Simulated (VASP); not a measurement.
Here is a VASP 6.6.1 calculation.

File INCAR:

```
SYSTEM = Mg
ALGO     = Normal         ! electronic algorithm
EDIFF    = 1E-6           ! SCF threshold, eV
ENCUT    = 520            ! plane-wave cutoff, eV
GGA      = RE             ! functional
ISIF     = 2              ! what is computed and relaxed
ISMEAR   = -1             ! smearing method
LASPH    = .TRUE.         ! aspherical terms in the spheres
LCHARG   = .FALSE.        ! write CHGCAR
LREAL    = .FALSE.        ! projectors in reciprocal space
LWAVE    = .FALSE.        ! write WAVECAR
NBANDS   = 12             ! bands
NELM     = 60             ! most SCF steps
PREC     = Accurate       ! precision mode
SIGMA    = 0.1            ! smearing width, eV
```

Contents of KPOINTS:

```
k-points
0
G
  13 13 4
  0 0 0
```

Contents of POSCAR:

```
Mg
1.0
    3.0906566885      0.0000000000      0.0000000000
   -1.5453283442      2.6765872066      0.0000000000
    0.0000000000      0.0000000000     10.0539410666
Mg
4
Direct
    1.0000000000      0.0000000000      1.0000000000
    1.0000000000      1.0000000000      0.5000000000
    0.3333333333      0.6666666667      0.2500000000
    0.6666666667      0.3333333333      0.7500000000
```

Potentials or basis: VASP PAW PBE potentials, release 64 (Mg).

Launch:

```sh
$ cat potpaw_PBE.64/Mg/POTCAR > POTCAR
$ mpirun -np 1 vasp_std > vasp.out
```

**Question.** What does it give for the band gap on the k mesh?

**Answer.** Zero (band 4 reaches 4.42 eV, above the bottom of band 5 at 2.03 eV).

**Question.** Estimate the pressure.

**Answer.** 5.5 GPa.

Stress tensor (GPa, compression positive):
```
5.57 0.00 0.00
0.00 5.57 0.00
0.00 0.00 5.39
```

Caveat: the PAW data sets were made with another functional, which shifts forces and pressure a little.
